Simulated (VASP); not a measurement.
Here is a VASP 6.6.1 calculation.

INCAR

```
SYSTEM = NaSi16C16
  PREC = Accurate
  ENCUT = 520
  EDIFF = 1E-6
  ISMEAR = -1
  SIGMA = 0.01
  LREAL = Auto
  LASPH = .TRUE.
  NELM = 120
  ALGO = Normal
  ISIF = 2
  LWAVE = .FALSE.
  LCHARG = .FALSE.
  GGA = PE
  NELECT = 134.0
  NBANDS = 90
  GGA_COMPAT = .FALSE.
  ISYM = -1
```

KPOINTS

```
explicit points
1
Reciprocal
  0.25000000   0.25000000   0.25000000 1
```

File POSCAR:

```
NaSi16C16
1.0
    6.1879230300      0.0000000600      0.0000000000
   -3.0939615600      5.3588985100      0.0000000000
    0.0000000000      0.0000000000     10.1287833600
Si C Na
16 16 1
Direct
    0.3580879310      0.1679143535      0.9534525181
    0.1713169933      0.3459966607      0.4353183244
   -0.0100869848     -0.0183733652      0.6572363890
   -0.0006898489      0.0041995571      0.1982739613
    0.3336584650      0.6645289089      0.9370923104
    0.1703074491      0.8349254948      0.4338535877
   -0.0033691332      0.4999189657      0.6854622864
    0.0017333725      0.5067858618      0.1912833883
    0.8058393399      0.1697460681      0.9570417942
    0.6677281269      0.3390159296      0.4378587084
    0.4941231011     -0.0068195040      0.6816908561
    0.4983440469      0.0028421830      0.1957722788
    0.8354439393      0.6694959688      0.9420544068
    0.6600720926      0.8344597219      0.4342582760
    0.5019532512      0.4984570924      0.6860958274
    0.5003982544      0.5057615786      0.1902977812
    0.3450088606      0.1623818734      0.7422964568
    0.1684217762      0.3432431098      0.2507577573
    0.0010797148      0.0036119363      0.4824860821
   -0.0038449110     -0.0027779962      0.0168244293
    0.3313276562      0.6609587723      0.7503969361
    0.1666520001      0.8375704413      0.2513454883
    0.0018856646      0.5055370978      0.4998045491
    0.0022193785      0.5056359987      0.0042229159
    0.8128546926      0.1626569247      0.7396151871
    0.6666959506      0.3401629937      0.2509004201
    0.4998355343      0.0025471596      0.4974264747
    0.4898143325     -0.0133303568      0.0112760828
    0.8360470603      0.6699617362      0.7482010159
    0.6626795468      0.8369945712      0.2511496109
    0.5020608238      0.5048565418      0.5001995620
    0.5014777291      0.5019708742      0.0032358279
    0.0702348819      0.1535238994      0.8403395252
```

Potentials or basis: VASP PAW PBE potentials, release 64 (Si, C, Na_pv).

Run with:

```bash
$ cat potpaw_PBE.64/Si/POTCAR potpaw_PBE.64/C/POTCAR potpaw_PBE.64/Na_pv/POTCAR > POTCAR
$ mpirun -np 1 vasp_std > vasp.out
```

(1) What does it give for the largest force?

Results:

(1) 3.137 eV/Å.

Caveat: the cell carries a net charge on a neutralising background, which shifts energy and pressure.
